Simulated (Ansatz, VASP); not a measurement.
## Ce in VASP and in Ansatz

```
CELL_PARAMETERS angstrom
3.18446 0.00000 0.00000
-1.59223 2.75782 0.00000
0.00000 0.00000 5.90500
ATOMIC_POSITIONS crystal
Ce 0.33333 0.66667 0.25000
Ce 0.66667 0.33333 0.75000
```

Change from the starting cell: volume scaled by 1.02, PAW files.

Alike in both runs: task electric field gradients; functional LDA; k mesh 15 × 15 × 7; occupations fermi-dirac, width 0.05 eV; no spin polarisation.

|  | VASP | Ansatz |
| --- | --- | --- |
| version | VASP 6.6.1 | Ansatz 0.2.0 |
| potentials or method | VASP PAW LDA potentials, release 64 (Ce) | PAW with Ansatz's default frozen-core files, scalar-relativistic |
| plane-wave cutoff (eV) | 520 | 420 |
| valence electrons in the cell | 24 | 24 |

Ansatz gave:

```
pressure (GPa)                                                : -5.2
traceless stress, the component that is largest in VASP (GPa) : -0.50
size of Vzz on the site where it differs most (V/Å²)          : 109.1
```

Estimate VASP's values.

pressure (GPa): -5.6; traceless stress, the component that is largest in VASP (GPa): -0.44; size of Vzz on the site where it differs most (V/Å²): 126.4.

LDA's correlation is that of Perdew and Zunger in VASP and of Perdew and Wang (1992) in Ansatz.

Spin-orbit coupling is off throughout.
